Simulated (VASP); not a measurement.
# Sn (I4_1/amd) in VASP: a series of runs

Runs on Sn. Level: PBE. Tasks: single point.

Program: VASP 6.6.1. These are calculated values, not measurements. Logs are shortened: lines on timing, memory, paths and dates and some standing lists are left out, and cuts for length are marked.

## Step 1: The cell of the first run

Symmetry: I4_1/amd, No. 141, tetragonal system. The conventional cell has a = 5.513 Å, b = 5.513 Å, c = 2.948 Å, α = 90.00°, β = 90.00°, γ = 90.00°. Within 3.8 Å of Sn (site symmetry -4m2) lie 10 Sn at 2.85 to 3.53 Å.

## Step 2: Single point, PBE

Contents of INCAR:

```
SYSTEM = Sn
ALGO = Normal ; EDIFF = 1E-6
ENCUT = 520 ; GGA = PE
ISIF = 2 ; ISMEAR = -1
LASPH = .True. ; LCHARG = .False.
LREAL = .False. ; LWAVE = .False.
NBANDS = 21 ; NELM = 60
PREC = Accurate ; SIGMA = 0.05
```

Contents of KPOINTS:

```
k-points
0
Gamma
  9 9 9
  0 0 0
```

Contents of POSCAR:

```
Sn
1.0
   -2.7566413256      2.7566413256      1.4739236512
    2.7566413256     -2.7566413256      1.4739236512
    2.7566413256      2.7566413256     -1.4739236512
Sn
2
Direct
    0.0000000000      0.0000000000      0.0000000000
    0.7500000000      0.2500000000      0.5000000000
```

Potentials or basis: VASP PAW PBE potentials, release 64 (Sn_d).

Command:

```console
cat potpaw_PBE.64/Sn_d/POTCAR > POTCAR
mpirun -np 1 vasp_std > vasp.out
```

OUTCAR:

```text
SYSTEM = Sn
   EDIFF = 1E-6
   ENCUT = 520
   GGA = PE
   ISIF = 2
   ISMEAR = -1
   LASPH = .True.
   LREAL = .False.
   NELM = 60
   PREC = Accurate

 ion  position               nearest neighbor table
   1  0.000  0.000  0.000-   2 2.85   2 2.85   2 2.85   2 2.85   2 3.53   2 3.53   2 3.53   2 3.53

   2  0.750  0.250  0.500-   1 2.85   1 2.85   1 2.85   1 2.85   1 3.53   1 3.53   1 3.53   1 3.53

  LATTYP: Found a body centered tetragonal cell.
 ALAT       =     5.5132826512
 C/A-ratio  =     0.5346809676

  Lattice vectors:

 A1 = (  -2.7566413256,   2.7566413256,   1.4739236512)
 A2 = (   2.7566413256,  -2.7566413256,   1.4739236512)
 A3 = (   2.7566413256,   2.7566413256,  -1.4739236512)

Analysis of symmetry for initial positions (statically):
=====================================================================
 Subroutine PRICEL returns:
 Original cell was already a primitive cell.

 Routine SETGRP: Setting up the symmetry group for a
 body centered tetragonal supercell.

 Subroutine GETGRP returns: Found 16 space group operations
 (whereof  8 operations were pure point group operations)
 out of a pool of 16 trial point group operations.

The static configuration has the point symmetry D_2d.
 The point group associated with its full space group is D_4h.

Analysis of symmetry for dynamics (positions and initial velocities):
=====================================================================
 Subroutine PRICEL returns:
 Original cell was already a primitive cell.

 Routine SETGRP: Setting up the symmetry group for a
 body centered tetragonal supercell.

 Subroutine GETGRP returns: Found 16 space group operations
 (whereof  8 operations were pure point group operations)
 out of a pool of 16 trial point group operations.

The dynamic configuration has the point symmetry D_2d.
 The point group associated with its full space group is D_4h.

 Subroutine INISYM returns: Found 16 space group operations
 (whereof  8 operations are pure point group operations),
 and found     1 'primitive' translations

----------------------------------------------------------------------------------------

                                     Primitive cell

  volume of cell :      44.8018

  direct lattice vectors                    reciprocal lattice vectors
    -2.756641326  2.756641326  1.473923651     0.000000000  0.181380144  0.339230597
     2.756641326 -2.756641326  1.473923651     0.181380144  0.000000000  0.339230597
     2.756641326  2.756641326 -1.473923651     0.181380144  0.181380144  0.000000000

  length of vectors
     4.167804425  4.167804425  4.167804425     0.384676688  0.384676688  0.256510259

  position of ions in fractional coordinates (direct lattice)
     0.000000000  0.000000000  0.000000000
     0.750000000  0.250000000  0.500000000

  ion indices of the primitive-cell ions
   primitive index   ion index
                 1           1
                 2           2

----------------------------------------------------------------------------------------

 KPOINTS: k-points

Automatic generation of k-mesh.
 Grid dimensions read from file:
 generate k-points for:    9    9    9

 Generating k-lattice:

  Cartesian coordinates                     Fractional coordinates (reciprocal lattice)
     0.000000000  0.020153349  0.037692289     0.111111111  0.000000000  0.000000000
     0.020153349  0.000000000  0.037692289     0.000000000  0.111111111  0.000000000
     0.020153349  0.020153349  0.000000000     0.000000000  0.000000000  0.111111111

  Length of vectors
     0.042741854  0.042741854  0.028501140

  Shift w.r.t. Gamma in fractional coordinates (k-lattice)
     0.000000000  0.000000000  0.000000000

 Subroutine IBZKPT returns following result:
 ===========================================

 Found     75 irreducible k-points:

 Following reciprocal coordinates:
            Coordinates               Weight
  0.000000  0.000000  0.000000      1.000000
  0.111111  0.000000  0.000000      8.000000
  0.222222 -0.000000  0.000000      8.000000
  0.333333  0.000000 -0.000000      8.000000
  0.444444 -0.000000  0.000000      8.000000
  0.111111  0.111111  0.000000      8.000000
[... 16 lines left out ...]
 -0.333333  0.333333  0.000000      4.000000
  0.444444  0.444444  0.000000      8.000000
 [... further k-points ...]
   k-points           NKPTS =     75   k-points in BZ     NKDIM =     75   number of bands    NBANDS=     21
   number of dos      NEDOS =    301   number of ions     NIONS =      2
   total plane-waves  NPLWV =  32768
   dimension x,y,z NGX =    32 NGY =   32 NGZ =   32
   dimension x,y,z NGXF=    64 NGYF=   64 NGZF=   64
   ions per type =               2
   NGX,Y,Z   is equivalent  to a cutoff of  12.76, 12.76, 12.76 a.u.
   NGXF,Y,Z  is equivalent  to a cutoff of  25.53, 25.53, 25.53 a.u.
 SYSTEM =  Sn
   PREC   = accura    normal or accurate (medium, high low for compatibility)
   ISTART =      0    job   : 0-new  1-cont  2-samecut
   ICHARG =      2    charge: 1-file 2-atom 10-const
   ISPIN  =      1    spin polarized calculation?
   LNONCOLLINEAR =      F non collinear calculations
   LSORBIT =      F    spin-orbit coupling
   LASPH  =      T    aspherical Exc in radial PAW
   ENCUT  =  520.0 eV  38.22 Ry    6.18 a.u.   7.75  7.75  7.75*2*pi/ulx,y,z
   NELM   =     60;   NELMIN=  2; NELMDL= -5     # of ELM steps
   EDIFF  = 0.1E-05   stopping-criterion for ELM
   LREAL  =      F    real-space projection
[... 7 lines left out ...]
   TEBEG  =    0.0;   TEEND  =   0.0 temperature during run
   PSTRESS=    0.0 pullay stress
   NELECT =      28.0000    total number of electrons
   NUPDOWN=      -1.0000    fix difference up-down
   EMIN   =  10.00;   EMAX   =-10.00  energy-range for DOS
   EFERMI =   0.00;   METHOD = LEGACY
   ISMEAR =    -1;   SIGMA  =   0.05  broadening in eV -4-tet -1-fermi 0-gaus
   EFERMI_NEDOS =   21; number of points for ismear=-14 and -15
   IALGO  =     38    algorithm
   IMIX   =      4    mixing-type and parameters
     AMIX     =   0.40;   BMIX     =  1.00
     AMIX_MAG =   1.60;   BMIX_MAG =  1.00
  volume/ion in A,a.u.               =      22.40       151.17
  Fermi-wavevector in a.u.,A,eV,Ry     =   1.399681  2.645013 26.655260  1.959106
  Thomas-Fermi vector in A             =   2.522716
   LORBIT       =      0    0 simple, 1 ext, 2 COOP (PROOUT), +10 PAW based schemes
   GGA     = PE    functional components
   LHFCALC =     F    Hartree Fock is set to
   AEXX    =    0.0000 exact exchange contribution
   IVDW    =     0    specifies the selected vdW correction
   LEPSILON=     F    determine dielectric tensor
   LRPA    =     F    only Hartree local field effects (RPA)
 non-spin polarized calculation
  energy-cutoff  :      520.00
  volume of cell :       44.80
 maximum number of plane-waves:      1229
   NGX = 15   NGY = 15   NGZ = 15

 number of electron      27.9999990 magnetization

 Free energy of the ion-electron system (eV)
  ---------------------------------------------------
  ext. energy  EPLUGINS =         0.00000000
  ---------------------------------------------------
  free energy    TOTEN  =        -7.01158271 eV

  energy without entropy =       -7.00648523  energy(sigma->0) =       -7.00903397

 E-fermi :  10.6461     XC(G=0): -11.2422

 val. band max:       10.6263546124   @ k =   0.4444   0.4444   0.0000
 cond. band min:      10.6694552655   @ k =   0.3333   0.3333   0.0000
 fundamental gap:      0.0431006531
 Fermi energy:        10.6460823136

 k-point     1 :       0.0000    0.0000    0.0000
  band No.  band energies     occupation
      1     -11.4501      2.00000
      2     -11.3379      2.00000
      3     -11.2629      2.00000
      4     -11.2604      2.00000
      5     -10.9467      2.00000
      6     -10.9467      2.00000
[... 13 lines left out ...]
     20      21.2457      0.00000
     21      22.0682      0.00000

 k-point     2 :       0.1111    0.0000    0.0000
  band No.  band energies     occupation
      1     -11.4371      2.00000
      2     -11.2915      2.00000
      3     -11.2435      2.00000
      4     -11.2061      2.00000
      5     -10.9835      2.00000
      6     -10.9772      2.00000
[... 13 lines left out ...]
     20      20.0477      0.00000
     21      20.2116      0.00000

 k-point     3 :       0.2222   -0.0000    0.0000
  band No.  band energies     occupation
      1     -11.3993      2.00000
      2     -11.2013      2.00000
      3     -11.1913      2.00000
      4     -11.1045      2.00000
      5     -11.0518      2.00000
      6     -10.9900      2.00000
[... 13 lines left out ...]
     20      18.5821      0.00000
     21      19.6708      0.00000

 k-point     4 :       0.3333    0.0000   -0.0000
  band No.  band energies     occupation
      1     -11.3581      2.00000
      2     -11.1758      2.00000
      3     -11.1496      2.00000
      4     -11.1264      2.00000
      5     -11.0924      2.00000
      6     -11.0176      2.00000
[... 13 lines left out ...]
     20      17.6337      0.00000
     21      21.0932      0.00000

 k-point     5 :       0.4444   -0.0000    0.0000
  band No.  band energies     occupation
      1     -11.3314      2.00000
      2     -11.2032      2.00000
      3     -11.2018      2.00000
      4     -11.1248      2.00000
      5     -11.0661      2.00000
      6     -11.0488      2.00000
[... 13 lines left out ...]
     20      19.7104      0.00000
     21      22.0966      0.00000
[... 382 lines left out ...]
     20      21.5935      0.00000
     21      22.8352      0.00000

 k-point    22 :      -0.4444    0.3333   -0.0000
  band No.  band energies     occupation
      1     -11.3082      2.00000
      2     -11.2806      2.00000
      3     -11.2615      2.00000
      4     -11.0922      2.00000
      5     -11.0850      2.00000
      6     -10.9540      2.00000
[... 13 lines left out ...]
     20      23.0015      0.00000
     21      24.0733      0.00000

 k-point    23 :      -0.3333    0.3333    0.0000
  band No.  band energies     occupation
      1     -11.3490      2.00000
      2     -11.3151      2.00000
      3     -11.3059      2.00000
      4     -11.1354      2.00000
      5     -11.0340      2.00000
      6     -10.9305      2.00000
[... 13 lines left out ...]
     20      21.7804      0.00000
     21      21.9334      0.00000

 k-point    24 :       0.4444    0.4444    0.0000
  band No.  band energies     occupation
      1     -11.3004      2.00000
      2     -11.2971      2.00000
      3     -11.1738      2.00000
      4     -11.1698      2.00000
      5     -11.0217      2.00000
      6     -11.0098      2.00000
[... 13 lines left out ...]
     20      22.3993      0.00000
     21      23.6453      0.00000

 [... further k-points ...]
[... 5 lines left out ...]
  --------------------------------------------------------------------------------------
  -------------------------------------------------------------------------------------
  Total        5.5584801      5.5584801      5.5603901      0.0000000      0.0000000      0.0000000
  in kB      198.7792885    198.7792885    198.8475953      0.0000000      0.0000000      0.0000000
  external PRESSURE =     198.8020574 kB  Pullay stress =       0.0000000 kB

 VOLUME and BASIS-vectors are now :
 -----------------------------------------------------------------------------
  energy-cutoff  :      520.00
  volume of cell :       44.80
      direct lattice vectors                 reciprocal lattice vectors
    -2.756641326  2.756641326  1.473923651     0.000000000  0.181380144  0.339230597
     2.756641326 -2.756641326  1.473923651     0.181380144  0.000000000  0.339230597
     2.756641326  2.756641326 -1.473923651     0.181380144  0.181380144  0.000000000

 POSITION                                       TOTAL-FORCE (eV/Angst)
 -----------------------------------------------------------------------------------
      0.00000      0.00000      0.00000        -0.000000      0.000000     -0.000000
      0.00000      2.75664      0.73696         0.000000     -0.000000      0.000000
 -----------------------------------------------------------------------------------
    total drift:                                0.000000     -0.000000      0.000000

  FREE ENERGIE OF THE ION-ELECTRON SYSTEM (eV)
  ---------------------------------------------------
  free  energy   TOTEN  =        -7.0115827052 eV

  energy  without entropy=       -7.0064852257  energy(sigma->0) =       -7.00903397
```

Run time: 59 s. Hardware: 1 thread of Intel Xeon Platinum 8259CL at 2.50GHz (Skylake/Cascade Lake), shared host; peak memory 0.2 GiB.

What came out:

| Quantity | Value |
| --- | --- |
| Free energy | -7.0116 eV |
| Pressure | 19.9 GPa |
| Band gap on the k mesh | zero (band 14 reaches 12.12 eV, above the bottom of band 15 at 7.07 eV) |

Caveat: spin-orbit coupling is left out, which moves the levels of the heavy elements.

## Step 3: Single point, PBE

This run uses another cell than the first one, of 24.50 Å³/atom, 1.094 times its volume.

Contents of INCAR:

```
PREC     = Accurate       # precision mode
ENCUT    = 520            # plane-wave cutoff, eV
EDIFF    = 1E-6           # SCF threshold, eV
ISMEAR   = -1             # smearing method
SIGMA    = 0.05           # smearing width, eV
LREAL    = False          # projectors in reciprocal space
LASPH    = True           # aspherical terms in the spheres
NELM     = 60             # most SCF steps
ALGO     = Normal         # electronic algorithm
ISIF     = 2              # what is computed and relaxed
LWAVE    = False          # write WAVECAR
LCHARG   = False          # write CHGCAR
GGA      = PE             # functional
NBANDS   = 21             # bands
```

Contents of KPOINTS:

```
Automatic mesh
0
Gamma
  9 9 9
```

Contents of POSCAR:

```
Sn
1.0
   -2.8358907401      2.8358907401      1.5234452890
    2.8358907401     -2.8358907401      1.5234452890
    2.8358907401      2.8358907401     -1.5234452890
Sn
2
Direct
    0.0000000000      0.0000000000      0.0000000000
    0.7500000000      0.2500000000      0.5000000000
```

Potentials or basis: VASP PAW PBE potentials, release 64 (Sn_d).

Command:

```console
cat potpaw_PBE.64/Sn_d/POTCAR > POTCAR
mpirun -np 1 vasp_std > vasp.out
```

Wall time 69 s (1 thread of Intel Xeon Platinum 8259CL at 2.50GHz (Skylake/Cascade Lake), shared host); peak memory 0.2 GiB.

Results (log left out):

- Free energy: -7.3957 eV
- Pressure: 9.9 GPa
- Band gap on the k mesh: zero (band 14 reaches 10.63 eV, above the bottom of band 15 at 6.13 eV)

Levels at points of the mesh, in eV from the Fermi level:
| k point | band 10 | band 11 | band 12 | band 13 | band 14 | band 15 | band 16 | band 17 | band 18 | band 19 |
| --- | --- | --- | --- | --- | --- | --- | --- | --- | --- | --- |
| (0.00, 0.00, 0.00) | -21.23 | -11.99 | -3.52 | -2.38 | -2.38 | 2.71 | 6.57 | 6.57 | 7.76 | 7.87 |

Caveat: spin-orbit coupling is left out, which moves the levels of the heavy elements.

## Step 4: Single point, PBE

This run uses another cell than the first one, of 26.07 Å³/atom, 1.164 times its volume.

Contents of INCAR:

```
SYSTEM = Sn
PREC = Accurate
ENCUT = 520
EDIFF = 1E-6
ISMEAR = -1
SIGMA = 0.05
LREAL = .False.
LASPH = .True.
NELM = 60
ALGO = Normal
ISIF = 2
LWAVE = .False.
LCHARG = .True.
GGA = PE
LELF = .True.
LVHAR = .True.
NBANDS = 21
```

Contents of KPOINTS:

```
regular mesh
0
Gamma
  9 9 9
  0 0 0
```

Contents of POSCAR:

```
Sn
1.0
   -2.8908668212      2.8908668212      1.5599443835
    2.8908668212     -2.8908668212      1.5599443835
    2.8908668212      2.8908668212     -1.5599443835
Sn
2
Direct
    0.0000000000      0.0000000000      0.0000000000
    0.7500000000      0.2500000000      0.5000000000
```

Command:

```console
cat potpaw_PBE.64/Sn_d/POTCAR > POTCAR
mpirun -np 1 vasp_std > vasp.out
```

It took 1.7 min on 1 thread of Intel Xeon Platinum 8259CL at 2.50GHz (Skylake/Cascade Lake), shared host; peak memory 0.24 GiB.

The run converged. Its results:

```
Free energy            : -7.5402 eV
Pressure               : 4.9 GPa
Band gap on the k mesh : zero (band 14 reaches 9.72 eV, above the bottom of band 15 at 5.54 eV)
```

Levels at points of the mesh, in eV from the Fermi level:
| k point | band 11 | band 12 | band 13 | band 14 | band 15 | band 16 | band 17 | band 18 |
| --- | --- | --- | --- | --- | --- | --- | --- | --- |
| (0.00, 0.00, 0.00) | -11.47 | -3.64 | -2.15 | -2.15 | 2.85 | 6.32 | 6.32 | 7.25 |

Caveat: spin-orbit coupling is left out, which moves the levels of the heavy elements.

## Step 5: Overview

```tsv
cell	gap on the mesh (eV)	pressure (GPa)
a = 4.168 Å, angles 97.2, 97.2, 138.6°, 2 atoms	none	19.9
a = 4.290 Å, angles 97.2, 97.2, 138.4°, 2 atoms	none	9.9
a = 4.376 Å, angles 97.3, 97.3, 138.2°, 2 atoms	none	4.9
```

Alike in all rows: task single point; level PBE; potentials or basis VASP PAW PBE potentials, release 64 (Sn_d); no spin polarisation; k mesh 9 × 9 × 9; cutoff (eV) 520; smearing fermi-dirac 0.05 eV.

Caveats: spin-orbit coupling is left out, which moves the levels of the heavy elements.

Absolute energies hang on the potentials; compare differences alone.
